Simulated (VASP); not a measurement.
Wanted: the native input for a VASP 6.6.1 run.

- Task: single point
- Functional: r2SCAN
- Dispersion: rVV10
- Potentials or basis: VASP PAW PBE potentials, release 64 (O)
- Cutoff: 520 eV
- k mesh: 6 × 4 × 6
- Occupations: gaussian, width 0.01 eV
- Spin: no spin polarisation
- Dipole correction: no
- Further INCAR settings: ALGO = Normal; EDIFF = 1e-06; NBANDS = 20

Crystal: O.

```
CELL_PARAMETERS angstrom
4.04225 0.00000 -0.05113
0.00000 4.02616 0.00000
-1.06459 0.00000 2.79144
ATOMIC_POSITIONS crystal
O 0.33986 0.68420 0.67023
O 0.66014 0.68420 0.82977
O 0.66014 0.31580 0.32977
O 0.33986 0.31580 0.17023
```

One way to write it, as run:

POSCAR

```
O
1.0
    4.0422515653      0.0000000000     -0.0511313397
    0.0000000000      4.0261632083      0.0000000000
   -1.0645947909      0.0000000000      2.7914438857
O
4
Direct
    0.3398634887      0.6842025571      0.6702336616
    0.6601365113      0.6842025571      0.8297663384
    0.6601365113      0.3157974429      0.3297663384
    0.3398634887      0.3157974429      0.1702336616
```

INCAR.step1

```
SYSTEM = O
ALGO = Normal ; EDIFF = 1E-4
ENCUT = 520 ; GGA = PE
ISMEAR = 0 ; LASPH = .TRUE.
LCHARG = .FALSE. ; LREAL = .FALSE.
LWAVE = .TRUE. ; NBANDS = 20
NELM = 60 ; PREC = Accurate
SIGMA = 0.01
```

INCAR.step2

```
SYSTEM = O
ALGO = Normal ; BPARAM = 11.95
CPARAM = 0.0093 ; EDIFF = 1E-6
ENCUT = 520 ; ISIF = 2
ISMEAR = 0 ; ISTART = 1
IVDW_NL = 2 ; LASPH = .TRUE.
LCHARG = .FALSE. ; LMIXTAU = .TRUE.
LREAL = .FALSE. ; LUSE_VDW = .TRUE.
LWAVE = .FALSE. ; METAGGA = R2SCAN
NBANDS = 20 ; NELM = 60
PREC = Accurate ; SIGMA = 0.01
```

KPOINTS

```
k-points
0
G
  6 4 6
  0 0 0
```

Potentials or basis: VASP PAW PBE potentials, release 64 (O).

The run is started by

```sh
$ cat potpaw_PBE.64/O/POTCAR > POTCAR
$ cp INCAR.step1 INCAR
$ mpirun -np 1 vasp_std > vasp.out
$ cp INCAR.step2 INCAR
$ mpirun -np 1 vasp_std > vasp.out
```

Results of the run:

* Pressure: 3.9 GPa
* Largest force: 1.518 eV/Å
* Band gap on the k mesh: 0.97 eV (least direct gap 1.01 eV)

Caveat: the standard files for N, O and F lose accuracy on very short bonds; spin is off for a triplet molecule; the stress differs along the axes, from -0 to 11 GPa; the PAW data sets were made with another functional, which shifts forces and pressure a little.

Wall time 2.6 min on 1 thread of Intel Xeon 8259CL (shared host), peak memory 0.27 GiB.
